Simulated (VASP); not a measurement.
Input of a VASP 6.6.1 run:

INCAR

```
PREC = Accurate
ENCUT = 600
EDIFF = 1E-7
ISMEAR = 0
SIGMA = 0.2
LREAL = F
LASPH = T
NELM = 100
ALGO = Normal
ISIF = 3
LWAVE = F
LCHARG = F
GGA = PE
IBRION = 2
NSW = 36
EDIFFG = -0.08
```

Contents of KPOINTS:

```
regular mesh
0
Gamma
  6 6 2
```

The input POSCAR:

```
Mg5O
1.0
    3.1000000000      0.0000000000      0.0000000000
   -1.5500000000      2.6846787500      0.0000000000
    0.0000000000      0.0000000000     11.5000000000
Mg O
5 1
Direct
    0.3333333300      0.6666666700      0.1100000000
    0.6666666700      0.3333333300      0.8900000000
    0.0000000000      0.0000000000      0.5000000000
    0.3333333300      0.6666666700      0.6950000000
    0.6666666700      0.3333333300      0.3050000000
    0.0000000000      0.0000000000      0.0000000000
```

Potentials or basis: VASP PAW PBE potentials, release 64 (Mg, O).

Run with:

```sh
$ cat potpaw_PBE.64/Mg/POTCAR potpaw_PBE.64/O/POTCAR > POTCAR
$ mpirun -np 1 vasp_std > vasp.out
```

(1) Predict the band gap on the k mesh.

(2) Predict the relaxed cell.

Answers

(1) zero (band 8 reaches 3.85 eV, above the bottom of band 9 at 2.35 eV).

(2) a = 3.139 Å, b = 3.139 Å, c = 12.815 Å, α = 90.00°, β = 90.00°, γ = 120.00°.

Caveat: the k points lie up to 0.39 Å⁻¹ apart in the final cell.
